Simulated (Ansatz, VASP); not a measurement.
One calculation of SnO, two programs

INCAR

```
  ALGO = Normal
  EDIFF = 1E-7
  ENCUT = 520
  GGA = PE
  ISIF = 2
  ISMEAR = -1
  LASPH = True
  LCHARG = False
  LREAL = False
  LWAVE = False
  NBANDS = 17
  NELM = 100
  PREC = Accurate
  SIGMA = 0.05
```

The input KPOINTS:

```
k-points
0
Gamma
  9 9 9
```

The input POSCAR:

```
SnO
1.0
    3.1319300000      0.0000000000      0.0000000000
    0.0000000000      3.1319300000      0.0000000000
    0.0000000000      0.0000000000      3.1319300000
Sn O
1 1
Direct
    0.0102770000     -0.0081350000     -0.0041750000
    0.4955480000      0.5136390000      0.5029040000
```

The input input.yaml:

```yaml
crystal:
  lattice:
    - [3.13193, 0.0, 0.0]
    - [0.0, 3.13193, 0.0]
    - [0.0, 0.0, 3.13193]
  atoms:
    - { symbol: Sn, position: [0.010277, -0.008135, -0.004175] }
    - { symbol: O, position: [0.495548, 0.513639, 0.502904] }
kpoints:
  mp_grid: { grid: [9, 9, 9] }
scf:
  occupations: { method: fermi_dirac, width: 0.05 }
hamiltonian:
  xc: pbe
  pseudopotentials: { kind: all_electron, lapw: { basis_error: 0.001 } }
output:
  forces: true
  stress: true
  eigenvalues: true
  populations: true
```

Change from the starting cell: atoms moved at random, drawn with an rms of 0.05 Å.

Alike in both runs: task single point; functional PBE; k mesh 9 × 9 × 9; occupations fermi-dirac, width 0.05 eV; no spin polarisation.

```csv
,VASP,Ansatz
version,VASP 6.6.1,Ansatz 0.2.0
potentials or method,"VASP PAW PBE potentials, release 64 (Sn_d, O), cutoff 520 eV","all-electron LAPW, scalar-relativistic"
```

Ansatz gave:

- gap on the k mesh at the Fermi level (eV): 0.48
- least direct gap on the mesh (eV): 0.91
- pressure (GPa): 0.1
- traceless stress, the component that is largest in VASP (GPa): 0.08
- rms of the force components (eV/Å): 0.179

Problem. Estimate VASP's values.

Solution. gap on the k mesh at the Fermi level (eV): 0.47; least direct gap on the mesh (eV): 0.91; pressure (GPa): 0.0; traceless stress, the component that is largest in VASP (GPa): 0.08; rms of the force components (eV/Å): 0.176.

Atom by atom the forces differ by 0.003 eV/Å (rms over components). Ansatz ran all-electron here, and VASP with PAW potentials.
